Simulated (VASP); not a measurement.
Crystal: In2O3.

```xyz
10
Lattice="2.7435 1.5840 4.8367 -2.7435 1.5840 4.8367 0.0000 -3.1679 4.8367" Properties=species:S:1:pos:R:3 pbc="T T T"
In    0.0000    0.0000    5.1846
In    0.0000    0.0000    2.0704
In    0.0000    0.0000    9.3254
In    0.0000    0.0000   12.4396
O    -1.1084    1.5840    8.4642
O    -0.8176   -1.7519    8.4642
O     1.9259    0.1679    8.4642
O     1.1084   -1.5840    6.0458
O     0.8176    1.7519    6.0458
O    -1.9259   -0.1679    6.0458
```

| Item | Value |
| --- | --- |
| Program | VASP 6.6.1 |
| Task | relaxation of cell and atoms |
| Functional | PBE |
| Potentials or basis | VASP PAW PBE potentials, release 64 (In_d, O) |
| Cutoff | 600 eV |
| k mesh | 6 × 6 × 6 |
| Occupations | gaussian, width 0.1 eV |
| Spin | no spin polarisation |

At the start: pressure 8.8 GPa; volume 12.61 Å³/atom.

Question: Where does the relaxation end?

Answer: Over 5 steps the energy falls by 17.5 meV/atom and the volume is 13.26 Å³/atom (+5.1 %); space group R-3c (No. 167, to 0.1 Å) before and after.

Step by step:
| step | energy change (eV) | largest force (eV/Å) | pressure (GPa) | volume (Å³) |
| --- | --- | --- | --- | --- |
| 1 | 0.0000 | 0.1390 | 8.82 | 126.11 |
| 2 | -0.0296 | 0.0726 | -6.66 | 139.20 |
| 3 | -0.1740 | 0.0658 | -0.07 | 132.69 |
| 4 | -0.1739 | 0.0670 | 0.08 | 132.56 |
| 5 | -0.1751 | 0.0292 | 0.10 | 132.56 |

Final structure:
```
In O
1.0
     2.79115    1.61147    4.91213
    -2.79115    1.61147    4.91213
     0.00000   -3.22294    4.91213
In O
4 6
Direct
  0.35723 0.35723 0.35723
  0.14277 0.14277 0.14277
  0.64277 0.64277 0.64277
  0.85723 0.85723 0.85723
  0.54686 0.95314 0.25000
  0.25000 0.54686 0.95314
  0.95314 0.25000 0.54686
  0.45314 0.04686 0.75000
  0.75000 0.45314 0.04686
  0.04686 0.75000 0.45314
```
